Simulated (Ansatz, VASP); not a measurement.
Ga in VASP and in Ansatz

```xyz
1
Lattice="-1.3844 1.3844 2.3112 1.3844 -1.3844 2.3112 1.3844 1.3844 -2.3112" Properties=species:S:1:pos:R:3 pbc="T T T"
Ga    0.0000    0.0000    0.0000
```

Alike in both runs: task single point; functional PBEsol-based global hybrid with a share of 0.25 of exact exchange; k mesh 7 × 7 × 7; occupations fermi-dirac, width 0.05 eV; no spin polarisation.

|  | VASP | Ansatz |
| --- | --- | --- |
| version | VASP 6.6.1 | Ansatz 0.2.0 |
| potentials or method | VASP PAW PBE potentials, release 64 (Ga_d) | Ansatz PAW |
| plane-wave cutoff (eV) | 520 | 420 |
| valence electrons in the cell | 13 | 13 |

Ansatz gave:

* gap on the k mesh at the Fermi level (eV): none
* pressure (GPa): -0.3
* traceless stress, the component that is largest in VASP (GPa): -6.00

Q: What did VASP give for the same quantities?

A: gap on the k mesh at the Fermi level (eV): none; pressure (GPa): -0.2; traceless stress, the component that is largest in VASP (GPa): -5.99.

VASP's potentials were made for PBE, not for PBEsol-based global hybrid. A gap of «none» marks a metal or a gap that the smearing closes.

The k mesh is coarse, so the values compare programs but aren't converged.
